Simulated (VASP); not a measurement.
Input of a VASP 6.6.1 run:

INCAR

```
PREC = Accurate
ENCUT = 600
EDIFF = 1E-6
ISMEAR = 0
SIGMA = 0.2
LREAL = F
LASPH = T
NELM = 150
ALGO = Normal
ISIF = 3
LWAVE = F
LCHARG = F
ISPIN = 2
MAGMOM = 7 7 7 7 0 0
LORBIT = 11
LMAXMIX = 6
GGA = PE
IBRION = 2
NSW = 36
EDIFFG = -0.08
KPAR = 4
```

File KPOINTS:

```
regular mesh
0
Gamma
  5 5 5
```

POSCAR

```
Gd2O
1.0
   -2.4850000000      2.4850000000      4.9650000000
    2.4850000000     -2.4850000000      4.9650000000
    2.4850000000      2.4850000000     -4.9650000000
Gd O
4 2
Direct
    0.5050000000      0.0050000000      0.5000000000
    0.9950000000      0.4950000000      0.5000000000
    0.2450000000      0.2450000000      0.0000000000
    0.7550000000      0.7550000000      0.0000000000
    0.7500000000      0.2500000000      0.5000000000
    0.0000000000      0.0000000000      0.0000000000
```

Potentials or basis: VASP PAW PBE potentials, release 64 (Gd, O).

Launch:

```sh
$ cat potpaw_PBE.64/Gd/POTCAR potpaw_PBE.64/O/POTCAR > POTCAR
$ mpirun -np 4 vasp_std > vasp.out
```

Task: What does it give for the relaxed volume?

Result: 21.00 Å³/atom.

Task: What does it give for the site moments?

Result: Gd +6.83; O -0.03 μB.

Task: What does it give for the relaxed cell?

Result: a = 6.341 Å, b = 6.341 Å, c = 6.341 Å, α = 134.90°, β = 134.90°, γ = 65.68°.

Forces in eV/Å, atoms in the order of the input:
```
Gd   0.000  0.000  0.060
Gd   0.000  0.000 -0.060
Gd   0.000  0.000 -0.060
Gd   0.000  0.000  0.060
O    0.000  0.000  0.000
O    0.000  0.000  0.000
```

Caveat: semilocal functionals describe open f shells poorly, which spoils levels, moments and volumes; the relaxation stopped at a loose force limit of 0.08 eV/Å, so its end isn't a converged minimum. The state reached can hang on the start; a lower one may exist.
